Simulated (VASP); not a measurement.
Input of a VASP 6.6.1 run:

Contents of INCAR:

```
PREC     = Accurate       # precision mode
ENCUT    = 520            # plane-wave cutoff, eV
EDIFF    = 1E-6           # SCF threshold, eV
ISMEAR   = -1             # smearing method
SIGMA    = 0.05           # smearing width, eV
LREAL    = False          # projectors in reciprocal space
LASPH    = True           # aspherical terms in the spheres
NELM     = 100            # most SCF steps
ALGO     = Normal         # electronic algorithm
ISIF     = 2              # what is computed and relaxed
LWAVE    = False          # write WAVECAR
LCHARG   = False          # write CHGCAR
GGA      = PS             # functional
IVDW     = 12             # dispersion correction
NBANDS   = 16             # bands
```

Contents of KPOINTS:

```
Automatic mesh
0
Gamma
  12 12 4
```

Contents of POSCAR:

```
BN
1.0
    2.5004979998      0.0000000000      0.0000000000
   -1.2502489999      2.1654947899      0.0000000000
    0.0000000000      0.0000000000      6.4176069715
N B
2 2
Direct
    0.6666666667      0.3333333333      0.2500000000
    0.3333333333      0.6666666667      0.7500000000
    0.6666666667      0.3333333333      0.7500000000
    0.3333333333      0.6666666667      0.2500000000
```

Potentials or basis: VASP PAW PBE potentials, release 64 (N, B).

Launch:

```bash
$ cat potpaw_PBE.64/N/POTCAR potpaw_PBE.64/B/POTCAR > POTCAR
$ mpirun -np 1 vasp_std > vasp.out
```

Problem. Predict the band gap on the k mesh.

Solution. 4.09 eV, indirect (least direct gap 4.48 eV).

Problem. Predict the dispersion energy per atom.

Solution. -0.105 eV.

Stress tensor (GPa, compression positive):
```
 0.53  0.00  0.00
 0.00  0.53  0.00
 0.00  0.00 -0.17
```

Caveat: the PAW data sets were made with another functional, which shifts forces and pressure a little. A hybrid or GW would open this gap; PBEsol tends to underestimate it.
